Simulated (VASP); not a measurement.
# Pd (I4/mmm) in VASP: a series of runs

Pd is run at these levels: LDA; tasks: single point.

Program: VASP 6.6.1. These are calculated values, not measurements. Logs are shortened: lines on timing, memory, paths and dates and some standing lists are left out, and cuts for length are marked.

## 1. The cell of the first run

It takes space group I4/mmm (No. 139, tetragonal). Conventional cell: a = 2.695 Å, b = 2.695 Å, c = 3.890 Å, α = 90.00°, β = 90.00°, γ = 90.00°. Pd (site symmetry 4/mmm) has 12 Pd at 2.70 to 2.72 Å within 3.6 Å.

## 2. Single point, LDA (equal xx and yy strain of -2 %)

The input, INCAR:

```
PREC = Accurate
ENCUT = 520
EDIFF = 1E-6
ISMEAR = -1
SIGMA = 0.05
LREAL = False
LASPH = True
NELM = 80
ALGO = Normal
ISIF = 2
LWAVE = False
LCHARG = False
GGA = CA
NBANDS = 11
```

The input, KPOINTS:

```
Automatic mesh
0
Gamma
  18 18 18
```

The input, POSCAR:

```
Pd
1.0
    0.0000000000      1.9060020000      1.9449000000
    1.9060020000      0.0000000000      1.9449000000
    1.9060020000      1.9060020000      0.0000000000
Pd
1
Direct
    0.0000000000      0.0000000000      0.0000000000
```

Potentials or basis: VASP PAW LDA potentials, release 64 (Pd).

Command:

```console
> cat potpaw_LDA.64/Pd/POTCAR > POTCAR
> mpirun -np 1 vasp_std > vasp.out
```

OUTCAR:

```text
PREC = Accurate
   ENCUT = 520
   EDIFF = 1E-6
   ISMEAR = -1
   LREAL = False
   LASPH = True
   NELM = 80
   ISIF = 2
   GGA = CA

 ion  position               nearest neighbor table
   1  0.000  0.000  0.000-

  LATTYP: Found a body centered tetragonal cell.
 ALAT       =     2.6954938783
 C/A-ratio  =     1.4430750636

  Lattice vectors:

 A1 = (  -1.9060020000,   0.0000000000,   1.9449000000)
 A2 = (   1.9060020000,   0.0000000000,   1.9449000000)
 A3 = (   0.0000000000,   1.9060020000,  -1.9449000000)

Analysis of symmetry for initial positions (statically):
=====================================================================
 Subroutine PRICEL returns:
 Original cell was already a primitive cell.

 Routine SETGRP: Setting up the symmetry group for a
 body centered tetragonal supercell.

 Subroutine GETGRP returns: Found 16 space group operations
 (whereof 16 operations were pure point group operations)
 out of a pool of 16 trial point group operations.

The static configuration has the point symmetry D_4h.

Analysis of symmetry for dynamics (positions and initial velocities):
=====================================================================
 Subroutine PRICEL returns:
 Original cell was already a primitive cell.

 Routine SETGRP: Setting up the symmetry group for a
 body centered tetragonal supercell.

 Subroutine GETGRP returns: Found 16 space group operations
 (whereof 16 operations were pure point group operations)
 out of a pool of 16 trial point group operations.

The dynamic configuration has the point symmetry D_4h.

 Subroutine INISYM returns: Found 16 space group operations
 (whereof 16 operations are pure point group operations),
 and found     1 'primitive' translations

----------------------------------------------------------------------------------------

                                     Primitive cell

  volume of cell :      14.1310

  direct lattice vectors                    reciprocal lattice vectors
     0.000000000  1.906002000  1.944900000    -0.262329211  0.262329211  0.257082626
     1.906002000  0.000000000  1.944900000     0.262329211 -0.262329211  0.257082626
     1.906002000  1.906002000  0.000000000     0.262329211  0.262329211 -0.257082626

  length of vectors
     2.723137829  2.723137829  2.695493878     0.451358733  0.451358733  0.451358733

  position of ions in fractional coordinates (direct lattice)
     0.000000000  0.000000000  0.000000000

  ion indices of the primitive-cell ions
   primitive index   ion index
                 1           1

----------------------------------------------------------------------------------------

 KPOINTS: Automatic mesh

Automatic generation of k-mesh.
 Grid dimensions read from file:
 generate k-points for:   18   18   18

 Generating k-lattice:

  Cartesian coordinates                     Fractional coordinates (reciprocal lattice)
    -0.014573845  0.014573845  0.014282368     0.055555556 -0.000000000  0.000000000
     0.014573845 -0.014573845  0.014282368    -0.000000000  0.055555556  0.000000000
     0.014573845  0.014573845 -0.014282368     0.000000000  0.000000000  0.055555556

  Length of vectors
     0.025075485  0.025075485  0.025075485

  Shift w.r.t. Gamma in fractional coordinates (k-lattice)
     0.000000000  0.000000000  0.000000000

 Subroutine IBZKPT returns following result:
 ===========================================

 Found    480 irreducible k-points:

 Following reciprocal coordinates:
            Coordinates               Weight
  0.000000  0.000000  0.000000      1.000000
  0.055556  0.000000  0.000000      8.000000
  0.111111  0.000000  0.000000      8.000000
  0.166667  0.000000  0.000000      8.000000
  0.222222  0.000000  0.000000      8.000000
  0.277778  0.000000  0.000000      8.000000
[... 16 lines left out ...]
 -0.277778  0.055556  0.000000      8.000000
 -0.222222  0.055556  0.000000      8.000000
 [... further k-points ...]
   k-points           NKPTS =    480   k-points in BZ     NKDIM =    480   number of bands    NBANDS=     11
   number of dos      NEDOS =    301   number of ions     NIONS =      1
   total plane-waves  NPLWV =   8000
   dimension x,y,z NGX =    20 NGY =   20 NGZ =   20
   dimension x,y,z NGXF=    40 NGYF=   40 NGZF=   40
   ions per type =               1
   NGX,Y,Z   is equivalent  to a cutoff of  12.21, 12.21, 12.34 a.u.
   NGXF,Y,Z  is equivalent  to a cutoff of  24.42, 24.42, 24.67 a.u.
 SYSTEM =  unknown system
   PREC   = accura    normal or accurate (medium, high low for compatibility)
   ISTART =      0    job   : 0-new  1-cont  2-samecut
   ICHARG =      2    charge: 1-file 2-atom 10-const
   ISPIN  =      1    spin polarized calculation?
   LNONCOLLINEAR =      F non collinear calculations
   LSORBIT =      F    spin-orbit coupling
   LASPH  =      T    aspherical Exc in radial PAW
   ENCUT  =  520.0 eV  38.22 Ry    6.18 a.u.   5.06  5.06  5.01*2*pi/ulx,y,z
   NELM   =     80;   NELMIN=  2; NELMDL= -5     # of ELM steps
   EDIFF  = 0.1E-05   stopping-criterion for ELM
   LREAL  =      F    real-space projection
   EDIFFG = 0.1E-04   stopping-criterion for IOM
   NSW    =      0    number of steps for IOM
   IBRION =     -1    ionic relax: 0-MD 1-quasi-New 2-CG
   NFREE  =      0    steps in history (QN), initial steepest desc. (CG)
   ISIF   =      2    stress and relaxation
   ISYM   =      2    0-nonsym 1-usesym 2-fastsym
   POTIM  = 0.5000    time-step for ionic-motion
   TEBEG  =    0.0;   TEEND  =   0.0 temperature during run
   PSTRESS=    0.0 pullay stress
   NELECT =      10.0000    total number of electrons
   NUPDOWN=      -1.0000    fix difference up-down
   EMIN   =  10.00;   EMAX   =-10.00  energy-range for DOS
   EFERMI =   0.00;   METHOD = LEGACY
   ISMEAR =    -1;   SIGMA  =   0.05  broadening in eV -4-tet -1-fermi 0-gaus
   EFERMI_NEDOS =   21; number of points for ismear=-14 and -15
   IALGO  =     38    algorithm
   IMIX   =      4    mixing-type and parameters
     AMIX     =   0.40;   BMIX     =  1.00
     AMIX_MAG =   1.60;   BMIX_MAG =  1.00
  volume/ion in A,a.u.               =      14.13        95.36
  Fermi-wavevector in a.u.,A,eV,Ry     =   1.458871  2.756866 28.957335  2.128304
  Thomas-Fermi vector in A             =   2.575505
   LORBIT       =      0    0 simple, 1 ext, 2 COOP (PROOUT), +10 PAW based schemes
   GGA     = CA    functional components
   LHFCALC =     F    Hartree Fock is set to
   AEXX    =    0.0000 exact exchange contribution
   IVDW    =     0    specifies the selected vdW correction
   LEPSILON=     F    determine dielectric tensor
   LRPA    =     F    only Hartree local field effects (RPA)
 non-spin polarized calculation
  energy-cutoff  :      520.00
  volume of cell :       14.13
 maximum number of plane-waves:       392
   NGX = 11   NGY = 11   NGZ =  9

 number of electron      10.0000004 magnetization

 Free energy of the ion-electron system (eV)
  ---------------------------------------------------
  ext. energy  EPLUGINS =         0.00000000
  ---------------------------------------------------
  free energy    TOTEN  =        -6.50596690 eV

  energy without entropy =       -6.48893907  energy(sigma->0) =       -6.49745298

 E-fermi :  10.3540     XC(G=0): -13.7805

 val. band max:       10.3532731686   @ k =  -0.2778   0.1667   0.3889
 cond. band min:      10.3558587966   @ k =   0.5000   0.0556   0.2778
 fundamental gap:      0.0025856280
 Fermi energy:        10.3540138644

 k-point     1 :       0.0000    0.0000    0.0000
  band No.  band energies     occupation
      1       2.7695      2.00000
      2       7.1355      2.00000
      3       7.3428      2.00000
      4       7.3428      2.00000
      5       8.9248      2.00000
      6       9.1447      2.00000
      7      27.4899      0.00000
      8      32.1111      0.00000
      9      32.6226      0.00000
     10      32.6226      0.00000
     11      35.9627      0.00000

 k-point     2 :       0.0556    0.0000    0.0000
  band No.  band energies     occupation
      1       2.8865      2.00000
      2       7.1437      2.00000
      3       7.3327      2.00000
      4       7.3849      2.00000
      5       8.9066      2.00000
      6       9.1206      2.00000
      7      27.6273      0.00000
      8      31.6543      0.00000
      9      32.4778      0.00000
     10      32.7673      0.00000
     11      35.9822      0.00000

 k-point     3 :       0.1111    0.0000    0.0000
  band No.  band energies     occupation
      1       3.2239      2.00000
      2       7.0936      2.00000
      3       7.3818      2.00000
      4       7.4962      2.00000
      5       8.8723      2.00000
      6       9.0659      2.00000
      7      27.9567      0.00000
      8      30.1676      0.00000
      9      32.8439      0.00000
     10      33.1802      0.00000
     11      35.9955      0.00000

 k-point     4 :       0.1667    0.0000    0.0000
  band No.  band energies     occupation
      1       3.7310      2.00000
      2       7.0079      2.00000
      3       7.4819      2.00000
      4       7.6260      2.00000
      5       8.8844      2.00000
      6       9.0374      2.00000
      7      27.8373      0.00000
      8      28.8870      0.00000
      9      33.4566      0.00000
     10      33.7877      0.00000
     11      36.0188      0.00000
[... 239 lines left out ...]
 k-point    22 :      -0.3333    0.0556    0.0000
  band No.  band energies     occupation
      1       4.8462      2.00000
      2       7.2781      2.00000
      3       7.5509      2.00000
      4       8.4598      2.00000
      5       9.5853      2.00000
      6      10.3825      0.72289
      7      21.4542      0.00000
      8      27.6607      0.00000
      9      31.7346      0.00000
     10      34.0760      0.00000
     11      35.9988      0.00000

 k-point    23 :      -0.2778    0.0556    0.0000
  band No.  band energies     occupation
      1       4.8167      2.00000
      2       7.3535      2.00000
      3       7.6506      2.00000
      4       7.6696      2.00000
      5       9.2203      2.00000
      6       9.8538      1.99991
      7      23.4978      0.00000
      8      28.2053      0.00000
      9      32.4568      0.00000
     10      35.5814      0.00000
     11      35.6852      0.00000

 k-point    24 :      -0.2222    0.0556    0.0000
  band No.  band energies     occupation
      1       4.5413      2.00000
      2       7.0341      2.00000
      3       7.5365      2.00000
      4       7.7475      2.00000
      5       8.9358      2.00000
      6       9.4319      2.00000
      7      25.5358      0.00000
      8      28.6427      0.00000
      9      32.8427      0.00000
     10      35.2950      0.00000
     11      35.9239      0.00000

 [... further k-points ...]

------------------------ aborting loop because EDIFF is reached ----------------------------------------

  FORCE on cell =-STRESS in cart. coord.  units (eV):
  Direction    XX          YY          ZZ          XY          YZ          ZX
  --------------------------------------------------------------------------------------
  -------------------------------------------------------------------------------------
  Total        0.0962510      0.0962510     -0.0388013      0.0000000      0.0000000     -0.0000000
  in kB       10.9129454     10.9129454     -4.3992968      0.0000000      0.0000000     -0.0000000
  external PRESSURE =       5.8088646 kB  Pullay stress =       0.0000000 kB

 VOLUME and BASIS-vectors are now :
 -----------------------------------------------------------------------------
  energy-cutoff  :      520.00
  volume of cell :       14.13
      direct lattice vectors                 reciprocal lattice vectors
     0.000000000  1.906002000  1.944900000    -0.262329211  0.262329211  0.257082626
     1.906002000  0.000000000  1.944900000     0.262329211 -0.262329211  0.257082626
     1.906002000  1.906002000  0.000000000     0.262329211  0.262329211 -0.257082626

 POSITION                                       TOTAL-FORCE (eV/Angst)
 -----------------------------------------------------------------------------------
      0.00000      0.00000      0.00000        -0.000000      0.000000      0.000000
 -----------------------------------------------------------------------------------
    total drift:                                0.000000      0.000000      0.000000

  FREE ENERGIE OF THE ION-ELECTRON SYSTEM (eV)
  ---------------------------------------------------
  free  energy   TOTEN  =        -6.5059668979 eV

  energy  without entropy=       -6.4889390690  energy(sigma->0) =       -6.49745298
```

Run time: 54 s. Hardware: 1 thread of Intel Xeon 8259CL, shared host; peak memory 0.18 GiB.

Results:

* Free energy: -6.5060 eV
* Pressure: 0.6 GPa
* Band gap on the k mesh: zero (bands 5 and 6 overlap by 1.74 eV)

Levels at points of the mesh, in eV from the Fermi level:
```
           k point  band 1  band 2  band 3  band 4  band 5  band 6  band 7  band 8  band 9  band 10
(0.00, 0.00, 0.00)   -7.58   -3.22   -3.01   -3.01   -1.43   -1.21   17.14   21.76   22.27    22.27
(0.50, 0.00, 0.00)   -5.71   -3.22   -3.03   -0.06    0.02    0.84    7.60   16.50   21.13    21.54
(0.50, 0.50, 0.00)   -5.81   -5.52   -0.03    0.31    0.31    2.97   10.79   13.55   13.55    22.37
(0.50, 0.00, 0.50)   -5.81   -5.51   -0.05    0.24    0.39    3.38   11.35   13.10   13.23    22.04
```

Caveat: the cell differs from its parent crystal (equal xx and yy strain of -2 %).

## 3. Single point, LDA (zz strain of -2 %)

The input, INCAR:

```
PREC = Accurate
ENCUT = 520
EDIFF = 1E-6
ISMEAR = -1
SIGMA = 0.05
LREAL = F
LASPH = T
NELM = 60
ALGO = Normal
ISIF = 2
LWAVE = F
LCHARG = F
NBANDS = 11
```

KPOINTS is that of step 2.

The input, POSCAR:

```
Pd
1.0
    0.0000000000      1.9449000000      1.9060020000
    1.9449000000      0.0000000000      1.9060020000
    1.9449000000      1.9449000000      0.0000000000
Pd
1
Direct
    0.0000000000      0.0000000000      0.0000000000
```

Potentials or basis: VASP PAW LDA potentials, release 64 (Pd).

Command:

```console
> cat potpaw_LDA.64/Pd/POTCAR > POTCAR
> mpirun -np 1 vasp_std > vasp.out
```

Wall time 64 s (1 thread of Intel Xeon 8259CL, shared host); peak memory 0.18 GiB.

The run converged. Its results:

```yaml
Free_energy: -6.5032 eV
Pressure: -3.8 GPa
Band_gap_on_the_k_mesh: zero (bands 5 and 6 overlap by 1.68 eV)
```

Stress tensor (GPa, compression positive):
```
-4.22  0.00  0.00
 0.00 -4.22  0.00
 0.00  0.00 -3.01
```

Levels at points of the mesh, in eV from the Fermi level:
| k point | band 1 | band 2 | band 3 | band 4 | band 5 | band 6 | band 7 | band 8 | band 9 | band 10 |
| --- | --- | --- | --- | --- | --- | --- | --- | --- | --- | --- |
| (0.00, 0.00, 0.00) | -7.42 | -3.05 | -3.05 | -2.85 | -1.38 | -1.17 | 17.14 | 21.82 | 21.82 | 22.32 |
| (0.50, 0.00, 0.00) | -5.54 | -3.12 | -2.93 | -0.07 | 0.02 | 0.89 | 7.43 | 16.50 | 20.92 | 21.37 |
| (0.50, 0.50, 0.00) | -5.63 | -5.34 | -0.04 | 0.31 | 0.31 | 3.51 | 11.32 | 12.93 | 12.93 | 21.62 |
| (0.50, 0.00, 0.50) | -5.63 | -5.34 | -0.04 | 0.23 | 0.37 | 3.11 | 10.76 | 13.25 | 13.38 | 21.97 |

Caveat: the cell differs from its parent crystal (zz strain of -2 %); the cell stands under tension.

## 4. Single point, LDA (equal xx and yy strain of -1 %)

The input, INCAR:

```
SYSTEM = Pd
PREC     = Accurate       ! precision mode
ENCUT    = 520            ! plane-wave cutoff, eV
EDIFF    = 1E-7           ! SCF threshold, eV
ISMEAR   = -1             ! smearing method
SIGMA    = 0.05           ! smearing width, eV
LREAL    = .False.        ! projectors in reciprocal space
LASPH    = .True.         ! aspherical terms in the spheres
NELM     = 80             ! most SCF steps
ALGO     = Normal         ! electronic algorithm
ISIF     = 2              ! what is computed and relaxed
LWAVE    = .False.        ! write WAVECAR
LCHARG   = .True.         ! write CHGCAR
LELF     = .True.         ! ELF
LVHAR    = .True.       
NBANDS   = 11             ! bands
```

The input, KPOINTS:

```
Automatic mesh
0
Gamma
  18 18 18
  0 0 0
```

The input, POSCAR:

```
Pd
1.0
    0.0000000000      1.9254510000      1.9449000000
    1.9254510000      0.0000000000      1.9449000000
    1.9254510000      1.9254510000      0.0000000000
Pd
1
Direct
    0.0000000000      0.0000000000      0.0000000000
```

Command:

```console
> cat potpaw_LDA.64/Pd/POTCAR > POTCAR
> mpirun -np 1 vasp_std > vasp.out
```

Wall time 85 s (1 thread of Intel Xeon 8259CL, shared host); peak memory 0.18 GiB.

The run converged. Its results:

```
Free energy            : -6.5037 eV
Pressure               : -3.9 GPa
Band gap on the k mesh : zero (bands 5 and 6 overlap by 1.65 eV)
```

Stress tensor (GPa, compression positive):
```
-3.63  0.00  0.00
 0.00 -3.63  0.00
 0.00  0.00 -4.31
```

Levels at points of the mesh, in eV from the Fermi level:
| k point | band 3 | band 4 | band 5 | band 6 | band 7 | band 8 |
| --- | --- | --- | --- | --- | --- | --- |
| (0.00, 0.00, 0.00) | -2.95 | -2.95 | -1.33 | -1.22 | 17.13 | 21.82 |
| (0.50, 0.00, 0.00) | -2.98 | -0.04 | 0.00 | 0.89 | 7.43 | 16.51 |
| (0.50, 0.50, 0.00) | -0.04 | 0.30 | 0.30 | 3.11 | 10.76 | 13.31 |
| (0.50, 0.00, 0.50) | -0.04 | 0.27 | 0.34 | 3.31 | 11.04 | 13.09 |

Caveat: the cell differs from its parent crystal (equal xx and yy strain of -1 %); the cell stands under tension.

[end of part 1 of 2]
